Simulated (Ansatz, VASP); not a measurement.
LuPd2O2: VASP beside Ansatz

```
Lu Pd O
1.0
    -2.13942    2.13942    4.21461
     2.13942   -2.13942    4.21461
     2.13942    2.13942   -4.21461
Lu Pd O
1 2 2
Cartesian
  0.0000 0.0000 4.2146
  0.0000 0.0000 7.0674
  0.0000 0.0000 1.3618
  0.0000 2.1394 0.0000
  2.1394 0.0000 0.0000
```

Alike in both runs: functional PBE; k mesh 6 × 6 × 6; occupations gaussian, width 0.1 eV; no spin polarisation.

Ansatz relaxed the structure, and its values are those at the end. VASP's run is a single point on that final structure, the one shown.

|  | VASP | Ansatz |
| --- | --- | --- |
| version | VASP 6.6.1 | Ansatz 0.2.0 |
| potentials or method | VASP PAW PBE potentials, release 64 (Lu, Pd, O), cutoff 520 eV | scalar-relativistic, plane waves, PAW |
| valence electrons in the cell | 57 | 73 |

|  | VASP | Ansatz | Ansatz less VASP |
| --- | --- | --- | --- |
| gap on the k mesh at the Fermi level (eV) | none | none | - |
| pressure (GPa) | 0.3 | -0.2 | -0.44 |
| rms of the force components (eV/Å) | 0.008 | 0.001 | -0.0073 |

A gap of «none» marks a metal or a gap that the smearing closes. VASP's potentials hold 57 valence electrons a cell and Ansatz's 73, so a difference there can come from the potentials and not from the codes.

Neither program's run includes spin-orbit coupling.
